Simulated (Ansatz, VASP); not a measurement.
Lu: VASP beside Ansatz

Contents of INCAR:

```
  PREC = Accurate
  ENCUT = 600
  EDIFF = 1E-6
  ISMEAR = -1
  SIGMA = 0.08
  LREAL = False
  LASPH = True
  NELM = 80
  ALGO = Normal
  ISIF = 3
  LWAVE = False
  LCHARG = False
  GGA = CA
  IBRION = 2
  NSW = 60
  EDIFFG = -0.005
```

Contents of KPOINTS:

```
regular mesh
0
Gamma
  15 15 15
```

Contents of POSCAR:

```
Lu
1.0
    0.0000000000      2.3519374395      2.3519374395
    2.3519374395      0.0000000000      2.3519374395
    2.3519374395      2.3519374395      0.0000000000
Lu
1
Direct
    0.0000000000      0.0000000000      0.0000000000
```

Input for Ansatz:

```yaml
crystal:
  lattice:
    - [0.0, 2.3519374395, 2.3519374395]
    - [2.3519374395, 0.0, 2.3519374395]
    - [2.3519374395, 2.3519374395, 0.0]
  atoms:
    - { symbol: Lu, position: [0.0, 0.0, 0.0] }
kpoints:
  mp_grid: { grid: [15, 15, 15] }
scf:
  occupations: { method: fermi_dirac, width: 0.08 }
hamiltonian:
  xc: lda
  pseudopotentials: { kind: paw }
output:
  forces: true
  stress: true
relax:
  f_tol: 0.005
  max_steps: 40
  cell: {}
```

Alike in both runs: task relaxation of cell and atoms; functional LDA; k mesh 15 × 15 × 15; occupations fermi-dirac, width 0.08 eV; no spin polarisation.

```csv
,VASP,Ansatz
version,VASP 6.6.1,Ansatz 0.2.0
potentials or method,"VASP PAW PBE potentials, release 64 (Lu)","PAW with Ansatz's default frozen-core files, scalar-relativistic"
plane-wave cutoff (eV),600,420
valence electrons in the cell,25,25
```

|  | VASP | Ansatz | Ansatz less VASP |
| --- | --- | --- | --- |
| relaxed volume (Å³/atom) | 25.72 | 25.56 | -0.159 |
| relaxed length of the cell vector where the two differ most in proportion (Å) | 3.313 | 3.307 | -0.0068 |

VASP's potentials were made for PBE, not for LDA. LDA's correlation is that of Perdew and Zunger in VASP and of Perdew and Wang (1992) in Ansatz.

Neither program's run includes spin-orbit coupling.
